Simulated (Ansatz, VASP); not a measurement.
## One calculation of Ca2F, two programs

```
Ca F
1.0
     4.01260    0.00000    0.00000
    -2.00630    3.47501    0.00000
     0.00000    0.00000   29.79025
Ca F
2 1
Direct
  0.00000 0.00000 0.35596
  0.00000 0.00000 0.21470
  0.00000 0.00000 0.28533
```

Alike in both runs: functional PBE; k mesh 6 × 6 × 1; occupations gaussian, width 0.1 eV; no spin polarisation.

Ansatz relaxed the structure, and its values are those at the end. VASP's run is a single point on that final structure, the one shown.

|  | VASP | Ansatz |
| --- | --- | --- |
| version | VASP 6.6.1 | Ansatz 0.2.0 |
| potentials or method | VASP PAW PBE potentials, release 64 (Ca_sv, F), cutoff 520 eV | scalar-relativistic, plane waves, PAW |
| valence electrons in the cell | 27 | 27 |

Ansatz gave:

```
gap on the k mesh at the Fermi level (eV) : none
rms of the force components (eV/Å)        : 0.000
```

Question: Which values does VASP return?

Answer: gap on the k mesh at the Fermi level (eV): none; rms of the force components (eV/Å): 0.035.

A gap of «none» marks a metal or a gap that the smearing closes. Ansatz's warnings: slab cell height set.
